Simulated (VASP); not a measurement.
# Bi3O (Pm-3m) in VASP: notebook, part 2 of 2

VASP 6.6.1. Earlier steps stand in the parts before.

## Step 3: Single point, PBE

This run uses another cell than the first one, of 30.73 Å³/atom.

Contents of INCAR:

```
SYSTEM = Bi3O
PREC = Accurate
ENCUT = 520
EDIFF = 1E-7
ISMEAR = 0
SIGMA = 0.1
LREAL = .FALSE.
LASPH = .TRUE.
NELM = 100
ALGO = Normal
ISIF = 2
LWAVE = .FALSE.
LCHARG = .TRUE.
GGA = PE
LELF = .TRUE.
LVHAR = .TRUE.
NBANDS = 34
```

Contents of KPOINTS:

```
Automatic mesh
0
G
  4 4 4
  0 0 0
```

Contents of POSCAR:

```
Bi3O
1.0
    4.9723564327      0.0000000000      0.0000000000
    0.0000000000      4.9723564327      0.0000000000
    0.0000000000      0.0000000000      4.9723564327
Bi O
3 1
Direct
    0.0000000000      0.5000000000      0.5000000000
    0.5000000000      0.0000000000      0.5000000000
    0.5000000000      0.5000000000      0.0000000000
    0.5000000000      0.5000000000      0.5000000000
```

Potentials or basis: VASP PAW PBE potentials, release 64 (Bi_d, O).

Run with:

```
$ cat potpaw_PBE.64/Bi_d/POTCAR potpaw_PBE.64/O/POTCAR > POTCAR
$ mpirun -np 1 vasp_std > vasp.out
```

Wall time 89 s (1 thread of Intel Xeon 8259CL, shared host); peak memory 0.24 GiB.

It converged, with:

- Free energy: -16.3650 eV
- Pressure: 0.0 GPa
- Band gap on the k mesh: zero (an odd number of electrons rules out a gap without spin polarisation)

Levels at points of the mesh, in eV from the Fermi level:
```csv
k point,band 23,band 24,band 25,band 26,band 27,band 28
"(0.00, 0.00, 0.00)",-0.30,-0.30,-0.30,1.35,1.35,1.35
"(0.50, 0.00, 0.00)",-0.78,-0.29,-0.29,0.11,0.41,0.41
"(0.50, 0.50, 0.00)",-2.52,-0.15,-0.15,-0.10,-0.10,0.08
"(0.50, 0.50, 0.50)",-2.46,-2.46,-2.46,-1.46,2.91,3.45
```

Caveat: spin-orbit coupling is left out, which moves the levels of the heavy elements; an odd number of electrons without spin polarisation forces a metal; a magnetic or distorted state may lie lower.

## Step 4: Relaxation of cell and atoms, PBE

Contents of INCAR:

```
SYSTEM = Bi3O
ALGO = Normal
EDIFF = 1E-7
EDIFFG = -0.04
ENCUT = 600
GGA = PE
IBRION = 2
ISIF = 3
ISMEAR = 0
LASPH = .True.
LCHARG = .False.
LREAL = .False.
LWAVE = .False.
NELM = 60
NSW = 90
PREC = Accurate
SIGMA = 0.1
```

Contents of KPOINTS:

```
k-points
0
Gamma
  4 4 4
  0 0 0
```

Contents of POSCAR:

```
Bi3O
1.0
    4.8426476900      0.0000000000      0.0000000000
    0.0000000000      4.8426476900      0.0000000000
    0.0000000000      0.0000000000      4.8426476900
Bi O
3 1
Direct
    0.0000000000      0.5000000000      0.5000000000
    0.5000000000      0.0000000000      0.5000000000
    0.5000000000      0.5000000000      0.0000000000
    0.5000000000      0.5000000000      0.5000000000
```

Run with:

```
$ cat potpaw_PBE.64/Bi_d/POTCAR potpaw_PBE.64/O/POTCAR > POTCAR
$ mpirun -np 1 vasp_std > vasp.out
```

Run time: 3.4 min. Hardware: 1 thread of Intel Xeon 8259CL, shared host; peak memory 0.26 GiB.

The run converged. Its results:

- Free energy: -16.3625 eV
- Relaxed volume: 30.77 Å³/atom
- Relaxed cell: a = 4.974 Å, b = 4.974 Å, c = 4.974 Å, α = 90.00°, β = 90.00°, γ = 90.00°
- Space group after relaxing (to 0.1 Å): Pm-3m (No. 221)
- Energy gained by relaxing: 35.4 meV/atom
- Ionic steps: 3
- Pressure after relaxing: 0.0 GPa
- Band gap on the k mesh: zero (an odd number of electrons rules out a gap without spin polarisation)

Step by step:
```csv
step,energy change (eV),largest force (eV/Å),pressure (GPa),volume (Å³)
1,0.0000,0.0000,5.17,113.57
2,-0.0946,0.0000,-2.29,129.31
3,-0.1417,0.0000,-0.01,123.08
```

Final structure:
```
Bi O
1.0
     4.97424    0.00000    0.00000
     0.00000    4.97424    0.00000
     0.00000    0.00000    4.97424
Bi O
3 1
Direct
  0.00000 0.50000 0.50000
  0.50000 0.00000 0.50000
  0.50000 0.50000 0.00000
  0.50000 0.50000 0.50000
```

Levels at points of the mesh, in eV from the Fermi level:
```csv
k point,band 22,band 23,band 24,band 25,band 26,band 27,band 28,band 29
"(0.00, 0.00, 0.00)",-5.98,-0.30,-0.30,-0.30,1.35,1.35,1.35,3.84
"(0.50, 0.00, 0.00)",-2.58,-0.78,-0.29,-0.29,0.11,0.41,0.41,1.55
"(0.50, 0.50, 0.00)",-2.52,-2.52,-0.15,-0.15,-0.10,-0.10,0.08,3.35
"(0.50, 0.50, 0.50)",-3.06,-2.46,-2.46,-2.46,-1.46,2.92,3.45,3.45
```

Caveat: spin-orbit coupling is left out, which moves the levels of the heavy elements; an odd number of electrons without spin polarisation forces a metal; a magnetic or distorted state may lie lower.

## Step 5: Single point, PBE

This run uses another cell than the first one, of 30.58 Å³/atom.

Contents of INCAR:

```
SYSTEM = Bi3O
ALGO = Normal
EDIFF = 1E-6
ENCUT = 520
GGA = PE
ISIF = 2
ISMEAR = 0
LASPH = .True.
LCHARG = .False.
LREAL = .False.
LWAVE = .False.
NBANDS = 34
NELM = 80
PREC = Accurate
SIGMA = 0.1
```

Contents of KPOINTS:

```
k-points
0
Gamma
  10 10 10
  0 0 0
```

Contents of POSCAR:

```
Bi3O
1.0
    4.9642686307      0.0000000000      0.0000000000
    0.0000000000      4.9642686307      0.0000000000
    0.0000000000      0.0000000000      4.9642686307
Bi O
3 1
Direct
    0.0000000000      0.5000000000      0.5000000000
    0.5000000000      0.0000000000      0.5000000000
    0.5000000000      0.5000000000      0.0000000000
    0.5000000000      0.5000000000      0.5000000000
```

Potentials or basis: VASP PAW PBE potentials, release 64 (Bi_d, O).

Run with:

```
$ cat potpaw_PBE.64/Bi_d/POTCAR potpaw_PBE.64/O/POTCAR > POTCAR
$ mpirun -np 1 vasp_std > vasp.out
```

OUTCAR:

```text
SYSTEM = Bi3O
   EDIFF = 1E-6
   ENCUT = 520
   GGA = PE
   ISIF = 2
   ISMEAR = 0
   LASPH = .True.
   LREAL = .False.
   NELM = 80
   PREC = Accurate

 ion  position               nearest neighbor table
   1  0.000  0.500  0.500-   4 2.48   4 2.48   2 3.51   3 3.51   2 3.51   2 3.51   3 3.51   3 3.51
                             3 3.51   2 3.51
   2  0.500  0.000  0.500-   4 2.48   4 2.48   1 3.51   3 3.51   1 3.51   3 3.51   3 3.51   3 3.51
                             1 3.51   1 3.51
[... 1093 lines left out ...]
  --------------------------------------------------------------------------------------
  -------------------------------------------------------------------------------------
  Total       -0.0268907     -0.0268907     -0.0268907     -0.0000000     -0.0000000      0.0000000
  in kB       -0.3521661     -0.3521661     -0.3521661     -0.0000000     -0.0000000      0.0000000
  external PRESSURE =      -0.3521661 kB  Pullay stress =       0.0000000 kB

 VOLUME and BASIS-vectors are now :
 -----------------------------------------------------------------------------
  energy-cutoff  :      520.00
  volume of cell :      122.34
      direct lattice vectors                 reciprocal lattice vectors
     4.964268631  0.000000000  0.000000000     0.201439542  0.000000000  0.000000000
     0.000000000  4.964268631  0.000000000     0.000000000  0.201439542  0.000000000
     0.000000000  0.000000000  4.964268631     0.000000000  0.000000000  0.201439542

 POSITION                                       TOTAL-FORCE (eV/Angst)
 -----------------------------------------------------------------------------------
      0.00000      2.48213      2.48213         0.000000      0.000000      0.000000
      2.48213      0.00000      2.48213         0.000000      0.000000      0.000000
      2.48213      2.48213      0.00000         0.000000      0.000000      0.000000
      2.48213      2.48213      2.48213         0.000000      0.000000      0.000000
 -----------------------------------------------------------------------------------
    total drift:                               -0.000000     -0.000000     -0.000000

  FREE ENERGIE OF THE ION-ELECTRON SYSTEM (eV)
  ---------------------------------------------------
  free  energy   TOTEN  =       -16.5938374462 eV

  energy  without entropy=      -16.5844478687  energy(sigma->0) =      -16.58914266
```

OSZICAR:

```text
N       E                     dE             d eps       ncg     rms          rms(c)
DAV:   1     0.604437646263E+03    0.60444E+03   -0.26142E+04  3808   0.175E+03
DAV:   2     0.596172111923E+02   -0.54482E+03   -0.53006E+03  3880   0.489E+02
DAV:   3    -0.150581234166E+02   -0.74675E+02   -0.72864E+02  4758   0.192E+02
DAV:   4    -0.186044170283E+02   -0.35463E+01   -0.35243E+01  4286   0.448E+01
DAV:   5    -0.187458972263E+02   -0.14148E+00   -0.14144E+00  4780   0.873E+00    0.897E+00
DAV:   6    -0.169242362553E+02    0.18217E+01   -0.10145E+01  5646   0.250E+01    0.546E+00
DAV:   7    -0.165879950515E+02    0.33624E+00   -0.23266E+00  4244   0.737E+00    0.166E+00
DAV:   8    -0.166027189902E+02   -0.14724E-01   -0.33524E-01  3998   0.234E+00    0.842E-01
DAV:   9    -0.165978541696E+02    0.48648E-02   -0.40351E-02  5166   0.148E+00    0.471E-01
DAV:  10    -0.165943563141E+02    0.34979E-02   -0.26529E-02  5046   0.988E-01    0.203E-01
DAV:  11    -0.165939671011E+02    0.38921E-03   -0.30001E-03  4410   0.288E-01    0.112E-01
DAV:  12    -0.165938503660E+02    0.11674E-03   -0.12222E-03  4676   0.163E-01    0.309E-02
DAV:  13    -0.165938368840E+02    0.13482E-04   -0.10336E-04  4582   0.588E-02    0.404E-03
DAV:  14    -0.165938379679E+02   -0.10838E-05   -0.14098E-05  4012   0.165E-02    0.426E-03
DAV:  15    -0.165938374462E+02    0.52164E-06   -0.66830E-07  2418   0.544E-03
   1 F= -.16593837E+02 E0= -.16589143E+02  d E =-.938958E-02
```

stdout:

```text
POSCAR found type information on POSCAR BiO
 POSCAR found :  2 types and       4 ions
 scaLAPACK will be used
 LDA part: xc-table for (Slater+PW92), standard interpolation
 POSCAR, INCAR and KPOINTS ok, starting setup
 FFT: planning ... GRIDC
 FFT: planning ... GRID_SOFT
 FFT: planning ... GRID
 WAVECAR not read
 entering main loop
```

Run time: 5.1 min. Hardware: 1 thread of Intel Xeon 8259CL, shared host; peak memory 0.35 GiB.

What came out:

- Free energy: -16.5938 eV
- Pressure: 0.0 GPa
- Band gap on the k mesh: zero (an odd number of electrons rules out a gap without spin polarisation)

Caveat: spin-orbit coupling is left out, which moves the levels of the heavy elements; an odd number of electrons without spin polarisation forces a metal; a magnetic or distorted state may lie lower.

## Step 6: Summary

| task | cell | k mesh | cutoff (eV) | gap on the mesh (eV) | pressure (GPa) |
| --- | --- | --- | --- | --- | --- |
| single point | a = 4.843 Å, 4 atoms | 4 × 4 × 4 | 520 | none | 5.2 |
| single point | a = 4.972 Å, 4 atoms | 4 × 4 × 4 | 520 | none | 0.0 |
| relaxation of cell and atoms | relaxed from a = 4.843 Å, 4 atoms | 4 × 4 × 4 | 600 | none | 0.0 |
| single point | a = 4.964 Å, 4 atoms | 10 × 10 × 10 | 520 | none | 0.0 |

Alike in all rows: level PBE; potentials or basis VASP PAW PBE potentials, release 64 (Bi_d, O); no spin polarisation; smearing gaussian 0.1 eV.

Caveats: spin-orbit coupling is left out, which moves the levels of the heavy elements; an odd number of electrons without spin polarisation forces a metal; a magnetic or distorted state may lie lower; the cell stands under pressure (at least some runs).

Absolute energies hang on the potentials; compare differences alone.
